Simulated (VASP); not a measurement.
Crystal: NaCl.

```
Na Cl
1.0
     3.95546    0.00000    0.00000
    -1.97773    3.42553    0.00000
     0.00000    0.00000    6.83882
Na Cl
2 2
Direct
  0.00000 0.00000 0.00000
  0.00000 0.00000 0.50000
  0.33333 0.66667 0.25000
  0.66667 0.33333 0.75000
```

| Item | Value |
| --- | --- |
| Program | VASP 6.6.1 |
| Task | relaxation of cell and atoms |
| Functional | LDA |
| Potentials or basis | VASP PAW LDA potentials, release 64 (Na_pv, Cl) |
| Cutoff | 600 eV |
| k mesh | 6 × 6 × 4 |
| Occupations | fermi-dirac, width 0.02 eV |
| Spin | no spin polarisation |

At the start: pressure -2.9 GPa; volume 23.17 Å³/atom.

**Question.** How do energy, volume and symmetry change on relaxing?

**Answer.** Over 9 steps the energy falls by 27.7 meV/atom and the volume is 20.48 Å³/atom (-11.6 %); space group P6_3/mmc (No. 194, to 0.1 Å) before and after.

Step by step:
```
step  energy change (eV)  largest force (eV/Å)  pressure (GPa)  volume (Å³)
   1              0.0000                0.0000           -2.94        92.66
   2             -0.0820                0.0000           -1.68        87.08
   3             -0.1101                0.0000           -0.21        82.50
   4             -0.1105                0.0000            0.01        81.91
   5             -0.1104                0.0000           -0.07        82.11
   6             -0.1105                0.0000           -0.06        82.10
   7             -0.1106                0.0000           -0.06        82.08
   8             -0.1107                0.0000           -0.06        82.08
   9             -0.1107                0.0000            0.01        81.92
```

Final structure:
```yaml
crystal:
  lattice:
    - [3.78969, 0.00000, 0.00000]
    - [-1.89485, 3.28197, 0.00000]
    - [0.00000, 0.00000, 6.58676]
  atoms:
    - { symbol: Na, position: [0.00000, 0.00000, 0.00000] }
    - { symbol: Na, position: [0.00000, 0.00000, 0.50000] }
    - { symbol: Cl, position: [0.33333, 0.66667, 0.25000] }
    - { symbol: Cl, position: [0.66667, 0.33333, 0.75000] }
```
